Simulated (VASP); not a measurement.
# CoO (Fm-3m) in VASP: further runs

The runs below take CoO through single point, with LDA+U.

Everything below comes from runs of VASP 6.6.1. Logs are shortened: lines on timing, memory, paths and dates and some standing lists are left out, and cuts for length are marked.

## 1. The cell of the first run

The structure is cubic, space group Fm-3m (No. 225). Conventional cell: a = 4.169 Å, b = 4.169 Å, c = 4.169 Å, α = 90.00°, β = 90.00°, γ = 90.00°. Co (site symmetry m-3m) has 6 O at 2.08 Å within 2.8 Å. O (site symmetry m-3m) has 6 Co at 2.08 Å within 2.8 Å.

## 2. Single point, LDA+U, collinear spin, ferromagnetic start (volume scaled by 0.98)

INCAR

```
SYSTEM = CoO
  PREC = Accurate
  ENCUT = 520
  EDIFF = 1E-6
  ISMEAR = 0
  SIGMA = 0.05
  LREAL = .FALSE.
  LASPH = .TRUE.
  NELM = 150
  ALGO = Normal
  ISIF = 2
  LWAVE = .FALSE.
  LCHARG = .FALSE.
  ISPIN = 2
  MAGMOM = 2.8 0.31
  LORBIT = 11
  LMAXMIX = 4
  LDAU = .TRUE.
  LDAUTYPE = 2
  LDAUL = 2 -1
  LDAUU = 3.3 0
  LDAUJ = 0 0
  LDAUPRINT = 1
  GGA = CA
  NBANDS = 18
```

KPOINTS

```
Automatic mesh
0
G
  10 10 10
  0 0 0
```

POSCAR

```
CoO
1.0
    0.0000000000      2.0843401413      2.0843401413
    2.0843401413      0.0000000000      2.0843401413
    2.0843401413      2.0843401413      0.0000000000
Co O
1 1
Direct
    0.0000000000      0.0000000000      0.0000000000
    0.5000000000      0.5000000000      0.5000000000
```

Potentials or basis: VASP PAW LDA potentials, release 64 (Co, O).

Command:

```sh
$ cat potpaw_LDA.64/Co/POTCAR potpaw_LDA.64/O/POTCAR > POTCAR
$ mpirun -np 1 vasp_std > vasp.out
```

OUTCAR:

```text
SYSTEM = CoO
   PREC = Accurate
   ENCUT = 520
   EDIFF = 1E-6
   ISMEAR = 0
   LREAL = .FALSE.
   LASPH = .TRUE.
   NELM = 150
   ISIF = 2
   ISPIN = 2
   LORBIT = 11
   GGA = CA

 ion  position               nearest neighbor table
   1  0.000  0.000  0.000-   2 2.08   2 2.08   2 2.08   2 2.08   2 2.08   2 2.08
   2  0.500  0.500  0.500-   1 2.08   1 2.08   1 2.08   1 2.08   1 2.08   1 2.08

  LATTYP: Found a face centered cubic cell.
 ALAT       =     4.1686802826

  Lattice vectors:

 A1 = (   0.0000000000,   2.0843401413,   2.0843401413)
 A2 = (   2.0843401413,   0.0000000000,   2.0843401413)
 A3 = (   2.0843401413,   2.0843401413,   0.0000000000)

Analysis of symmetry for initial positions (statically):
=====================================================================
 Subroutine PRICEL returns:
 Original cell was already a primitive cell.

 Routine SETGRP: Setting up the symmetry group for a
 face centered cubic supercell.

 Subroutine GETGRP returns: Found 48 space group operations
 (whereof 48 operations were pure point group operations)
 out of a pool of 48 trial point group operations.

The static configuration has the point symmetry O_h .

Analysis of symmetry for dynamics (positions and initial velocities):
=====================================================================
 Subroutine PRICEL returns:
 Original cell was already a primitive cell.

 Routine SETGRP: Setting up the symmetry group for a
 face centered cubic supercell.

 Subroutine GETGRP returns: Found 48 space group operations
 (whereof 48 operations were pure point group operations)
 out of a pool of 48 trial point group operations.

The dynamic configuration has the point symmetry O_h .

Analysis of structural, dynamic, and magnetic symmetry:
=====================================================================
 Subroutine PRICEL returns:
 Original cell was already a primitive cell.

 Routine SETGRP: Setting up the symmetry group for a
 face centered cubic supercell.

[... 165 lines left out ...]
 -0.0000 -0.0000  0.0000  0.0000  0.1704

 occupancies and eigenvectors

  o =  0.1704  v =  0.0000  0.0000  0.0000  0.0000  0.0000  0.0000 -0.0000 -0.9998  0.0000  0.0208      0.0000  0.0000  0.0000  0.0000  0.0000  0.0000  0.0000  0.0000  0.0000  0.0000
  o =  0.1704  v =  0.0000  0.0000  0.0000  0.0000  0.0000  0.0000 -0.0000 -0.0208 -0.0000 -0.9998      0.0000  0.0000  0.0000  0.0000  0.0000  0.0000  0.0000  0.0000  0.0000  0.0000
  o =  0.6519  v =  0.0000  0.0000  0.0000  0.0000  0.0000  1.0000  0.0000  0.0000  0.0000  0.0000      0.0000  0.0000  0.0000  0.0000  0.0000  0.0000  0.0000  0.0000  0.0000  0.0000
  o =  0.6519  v =  0.0000  0.0000  0.0000  0.0000  0.0000  0.0000 -0.9662 -0.0000  0.2577  0.0000      0.0000  0.0000  0.0000  0.0000  0.0000  0.0000  0.0000  0.0000  0.0000  0.0000
  o =  0.6519  v =  0.0000  0.0000  0.0000  0.0000  0.0000  0.0000  0.2577 -0.0000  0.9662 -0.0000      0.0000  0.0000  0.0000  0.0000  0.0000  0.0000  0.0000  0.0000  0.0000  0.0000
  o =  0.9684  v =  0.0000 -0.3224  0.0000  0.9466 -0.0000  0.0000  0.0000  0.0000  0.0000  0.0000      0.0000  0.0000  0.0000  0.0000  0.0000  0.0000  0.0000  0.0000  0.0000  0.0000
  o =  0.9684  v =  1.0000  0.0000  0.0000  0.0000  0.0000  0.0000  0.0000  0.0000  0.0000  0.0000      0.0000  0.0000  0.0000  0.0000  0.0000  0.0000  0.0000  0.0000  0.0000  0.0000
  o =  0.9684  v =  0.0000  0.9466 -0.0000  0.3224 -0.0000  0.0000  0.0000  0.0000  0.0000  0.0000      0.0000  0.0000  0.0000  0.0000  0.0000  0.0000  0.0000  0.0000  0.0000  0.0000
  o =  1.0197  v =  0.0000  0.0000  0.0040  0.0000  1.0000  0.0000  0.0000  0.0000  0.0000  0.0000      0.0000  0.0000  0.0000  0.0000  0.0000  0.0000  0.0000  0.0000  0.0000  0.0000
  o =  1.0197  v =  0.0000  0.0000  1.0000 -0.0000 -0.0040  0.0000  0.0000  0.0000  0.0000  0.0000      0.0000  0.0000  0.0000  0.0000  0.0000  0.0000  0.0000  0.0000  0.0000  0.0000

 number of electron      14.9999998 magnetization       2.9932917

 Free energy of the ion-electron system (eV)
  ---------------------------------------------------
  ext. energy  EPLUGINS =         0.00000000
  ---------------------------------------------------
  free energy    TOTEN  =       -12.90952113 eV

  energy without entropy =      -12.90479832  energy(sigma->0) =      -12.90715972

 E-fermi :   8.0593     XC(G=0): -13.2437

 val. band max:        8.0526869574   @ k =   0.4000   0.2000   0.1000
 cond. band min:       8.0646784765   @ k =   0.4000   0.2000   0.0000
 fundamental gap:      0.0119915192
 Fermi energy:         8.0592541838

 spin component 1

 k-point     1 :       0.0000    0.0000    0.0000
  band No.  band energies     occupation
      1     -11.8902      1.00000
      2       3.5206      1.00000
      3       3.5206      1.00000
      4       3.7792      1.00000
      5       3.7792      1.00000
      6       3.7792      1.00000
[... 1001 lines left out ...]
     17      39.5012      0.00000
     18      40.7266      0.00000

 [... further k-points ...]
[... 5 lines left out ...]
  --------------------------------------------------------------------------------------
  -------------------------------------------------------------------------------------
  Total       -0.8516743     -0.8516743     -0.8516743      0.0000000     -0.0000000      0.0000000
  in kB      -75.3439470    -75.3439470    -75.3439470      0.0000000     -0.0000000      0.0000000
  external PRESSURE =     -75.3439470 kB  Pullay stress =       0.0000000 kB

 VOLUME and BASIS-vectors are now :
 -----------------------------------------------------------------------------
  energy-cutoff  :      520.00
  volume of cell :       18.11
      direct lattice vectors                 reciprocal lattice vectors
     0.000000000  2.084340141  2.084340141    -0.239884072  0.239884072  0.239884072
     2.084340141  0.000000000  2.084340141     0.239884072 -0.239884072  0.239884072
     2.084340141  2.084340141  0.000000000     0.239884072  0.239884072 -0.239884072

 POSITION                                       TOTAL-FORCE (eV/Angst)
 -----------------------------------------------------------------------------------
      0.00000      0.00000      0.00000         0.000000     -0.000000      0.000000
      2.08434      2.08434      2.08434         0.000000      0.000000      0.000000
 -----------------------------------------------------------------------------------
    total drift:                                0.000000     -0.000000     -0.000000

  FREE ENERGIE OF THE ION-ELECTRON SYSTEM (eV)
  ---------------------------------------------------
  free  energy   TOTEN  =       -12.9095211317 eV

  energy  without entropy=      -12.9047983174  energy(sigma->0) =      -12.90715972

 total charge

# of ion       s       p       d       tot
------------------------------------------
    1        0.321   0.415   7.213   7.948
    2        1.539   3.453   0.000   4.992
--------------------------------------------------
tot          1.860   3.867   7.213  12.940

 magnetization (x)

# of ion       s       p       d       tot
------------------------------------------
    1        0.020   0.020   2.647   2.686
    2        0.027   0.258   0.000   0.285
--------------------------------------------------
tot          0.047   0.278   2.647   2.971
```

OSZICAR:

```text
N       E                     dE             d eps       ncg     rms          rms(c)
DAV:   1     0.789965986493E+02    0.78997E+02   -0.68723E+03  3520   0.997E+02
DAV:   2    -0.987039061489E+01   -0.88867E+02   -0.76599E+02  3540   0.224E+02
DAV:   3    -0.148780797487E+02   -0.50077E+01   -0.49257E+01  3906   0.573E+01
DAV:   4    -0.149282150534E+02   -0.50135E-01   -0.50101E-01  4038   0.542E+00
DAV:   5    -0.149291836057E+02   -0.96855E-03   -0.96837E-03  4124   0.749E-01    0.169E+01
DAV:   6    -0.133964961993E+02    0.15327E+01   -0.12525E+01  4276   0.618E+01    0.184E+01
DAV:   7    -0.129127754288E+02    0.48372E+00   -0.33904E+00  4014   0.396E+01    0.939E+00
DAV:   8    -0.129027027273E+02    0.10073E-01   -0.23736E-01  4012   0.967E+00    0.504E+00
DAV:   9    -0.129249508823E+02   -0.22248E-01   -0.16587E-01  5322   0.676E+00    0.218E+00
DAV:  10    -0.129094735684E+02    0.15477E-01   -0.58066E-02  4634   0.513E+00    0.250E-01
DAV:  11    -0.129096351642E+02   -0.16160E-03   -0.82121E-03  4838   0.124E+00    0.267E-01
DAV:  12    -0.129095249101E+02    0.11025E-03   -0.91171E-04  4796   0.520E-01    0.775E-02
DAV:  13    -0.129095216406E+02    0.32695E-05   -0.70081E-05  4674   0.820E-02    0.411E-02
DAV:  14    -0.129095213919E+02    0.24874E-06   -0.13801E-05  4834   0.576E-02    0.129E-02
DAV:  15    -0.129095211317E+02    0.26020E-06   -0.18368E-06  3176   0.246E-02
   1 F= -.12909521E+02 E0= -.12907160E+02  d E =-.472281E-02  mag=     2.9932
```

It took 24 s on 1 thread of Intel Xeon Platinum 8259CL at 2.50GHz (Skylake/Cascade Lake), shared host; peak memory 0.15 GiB.

Results:

* Free energy: -12.9095 eV
* Pressure: -7.5 GPa
* Band gap on the k mesh: zero (filled and empty bands overlap)
* Net moment: 2.99 μB per cell
* Site moments: Co +2.69; O +0.28 μB
* Valence electrons inside the program's atomic spheres: Co 7.95; O 4.99

Eigenvalues of the final occupation matrices:
```
    site  spin  trace               eigenvalues
site 1 d     1   4.94  0.97 0.97 0.97 1.02 1.02
site 1 d     2   2.30  0.17 0.17 0.65 0.65 0.65
```

Caveat: a cell with one magnetic atom can't hold antiferromagnetic order, which such compounds often take. The state reached can hang on the start; a lower one may exist.

(Part 1 of 2 ends here.)
